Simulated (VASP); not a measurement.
Input of a VASP 6.6.1 run:

INCAR

```
SYSTEM = Ca3SiSe
PREC = Accurate ; ENCUT = 520
EDIFF = 1E-7 ; ISMEAR = 0
SIGMA = 0.01 ; LREAL = .FALSE.
LASPH = .TRUE. ; NELM = 100
ALGO = Fast ; ISIF = 2
LWAVE = .FALSE. ; LCHARG = .FALSE.
GGA = PE ; NBANDS = 28
```

KPOINTS

```
regular mesh
0
G
  8 6 6
  0 0 0
```

Contents of POSCAR:

```
Ca3SiSe
1.0
    5.4945103141      0.0000000000      0.0000000000
    0.0000000000      3.8542907690      4.2482632597
    0.0000000000     -3.8542907690      4.2482632597
Ca Si Se
3 1 1
Direct
    0.5000000000      0.9870531294      0.4232032083
    0.5000000000      0.4232032083      0.9870531294
    0.0000000000      0.4570593378      0.4570593378
    0.5000000000      0.4954277066      0.4954277066
    0.0000000000      0.1171566380      0.1171566380
```

Potentials or basis: VASP PAW PBE potentials, release 64 (Ca_sv, Si, Se).

The run is started by

```console
$ cat potpaw_PBE.64/Ca_sv/POTCAR potpaw_PBE.64/Si/POTCAR potpaw_PBE.64/Se/POTCAR > POTCAR
$ mpirun -np 1 vasp_std > vasp.out
```

Task: Estimate the band gap on the k mesh.

Result: 0.08 eV.

Task: What does it give for the pressure?

Result: 0.1 GPa.

Task: Estimate the largest force.

Result: 0.015 eV/Å.

Forces on the atoms (eV/Å):
```
Ca   0.000  0.000  0.003
Ca   0.000  0.000  0.003
Ca   0.000  0.000  0.009
Si   0.000  0.000  0.000
Se   0.000  0.000 -0.015
```

A k mesh can miss the band edges.
